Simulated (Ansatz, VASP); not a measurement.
## Si4Se: VASP beside Ansatz

```
Si Se
1.0
     3.96694    0.00000    0.00000
    -1.98347    3.43547    0.00000
     0.00000    0.00000    6.88914
Si Se
4 1
Direct
  0.83932 0.16068 0.00000
  0.83932 0.67864 0.00000
  0.32136 0.16068 0.00000
  0.33333 0.66667 0.00000
  0.00000 0.00000 0.50000
```

Alike in both runs: task single point; functional PBE; k mesh 6 × 6 × 4; occupations gaussian, width 0.1 eV; no spin polarisation.

|  | VASP | Ansatz |
| --- | --- | --- |
| version | VASP 6.6.1 | Ansatz 0.2.0 |
| potentials or method | VASP PAW PBE potentials, release 64 (Si, Se), cutoff 520 eV | scalar-relativistic, plane waves, PAW |
| valence electrons in the cell | 22 | 32 |

|  | VASP | Ansatz | Ansatz less VASP |
| --- | --- | --- | --- |
| gap on the k mesh at the Fermi level (eV) | none | none | - |
| rms of the force components (eV/Å) | 2.834 | 2.861 | +0.0276 |

Atom by atom the forces differ by 0.028 eV/Å (rms over components). A gap of «none» marks a metal or a gap that the smearing closes. With one functional, cell and mesh, what is left measures potentials, basis and numerics. VASP's potentials hold 22 valence electrons a cell and Ansatz's 32, so a difference there can come from the potentials and not from the codes.
